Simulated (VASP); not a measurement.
A run of VASP 6.6.1 is set up as follows.

INCAR

```
SYSTEM = Li2AlGa4
PREC = Accurate ; ENCUT = 520
EDIFF = 1E-7 ; ISMEAR = 1
SIGMA = 0.15 ; LREAL = .FALSE.
LASPH = .TRUE. ; NELM = 60
ALGO = Normal ; ISIF = 2
LWAVE = .FALSE. ; LCHARG = .TRUE.
GGA = PE ; LELF = .TRUE.
LVHAR = .TRUE. ; NBANDS = 40
```

KPOINTS

```
regular mesh
0
G
  5 5 5
  0 0 0
```

POSCAR

```
Li2AlGa4
1.0
   -3.2235750000      3.2235750000      2.6338030000
    3.2235750000     -3.2235750000      2.6338030000
    3.2235750000      3.2235750000     -2.6338030000
Al Ga Li
1 4 2
Direct
    0.0000000000      0.0000000000      0.0000000000
    0.3030000000      0.3030000000      0.6060000000
    0.3030000000      0.6970000000      0.0000000000
    0.6970000000      0.6970000000      0.3940000000
    0.6970000000      0.3030000000      0.0000000000
    0.7500000000      0.2500000000      0.5000000000
    0.2500000000      0.7500000000      0.5000000000
```

Potentials or basis: VASP PAW PBE potentials, release 64 (Al, Ga_d, Li_sv).

Command:

```sh
$ cat potpaw_PBE.64/Al/POTCAR potpaw_PBE.64/Ga_d/POTCAR potpaw_PBE.64/Li_sv/POTCAR > POTCAR
$ mpirun -np 1 vasp_std > vasp.out
```

Problem. Estimate the largest force.

Solution. 0.129 eV/Å.

Problem. Estimate the band gap on the k mesh.

Solution. Zero (an odd number of electrons rules out a gap without spin polarisation).

Forces on the atoms (eV/Å):
```
Al   0.000  0.000  0.000
Ga  -0.091 -0.091  0.000
Ga   0.091 -0.091  0.000
Ga   0.091  0.091  0.000
Ga  -0.091  0.091  0.000
Li   0.000  0.000  0.000
Li   0.000  0.000  0.000
```
